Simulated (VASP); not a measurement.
A run of VASP 6.6.1 is set up as follows.

The input INCAR:

```
SYSTEM = GaN
  PREC = Accurate
  ENCUT = 600
  EDIFF = 1E-6
  ISMEAR = 0
  SIGMA = 0.02
  LREAL = .FALSE.
  LASPH = .TRUE.
  NELM = 120
  ALGO = Normal
  ISIF = 2
  LWAVE = .FALSE.
  LCHARG = .FALSE.
  GGA = PE
  NBANDS = 16
  GGA_COMPAT = .FALSE.
```

Contents of KPOINTS:

```
Automatic mesh
0
G
  12 12 12
  0 0 0
```

Contents of POSCAR:

```
GaN
1.0
    0.0000000000      2.0690399557      2.0690399557
    2.0690399557      0.0000000000      2.0690399557
    2.0690399557      2.0690399557      0.0000000000
Ga N
1 1
Direct
    0.5000000000      0.5000000000      0.5000000000
    0.0000000000      0.0000000000      0.0000000000
```

Potentials or basis: VASP PAW PBE potentials, release 64 (Ga_d, N).

Command:

```sh
$ cat potpaw_PBE.64/Ga_d/POTCAR potpaw_PBE.64/N/POTCAR > POTCAR
$ mpirun -np 1 vasp_std > vasp.out
```

Problem. Predict the pressure.

Solution. 24.9 GPa.

Problem. What does it give for the band gap on the k mesh?

Solution. 1.00 eV, indirect (least direct gap 3.58 eV).

Caveat: the cell differs from its parent crystal (Al replaced by Ga, lengths x 1.003, strained). A k mesh can miss the band edges.
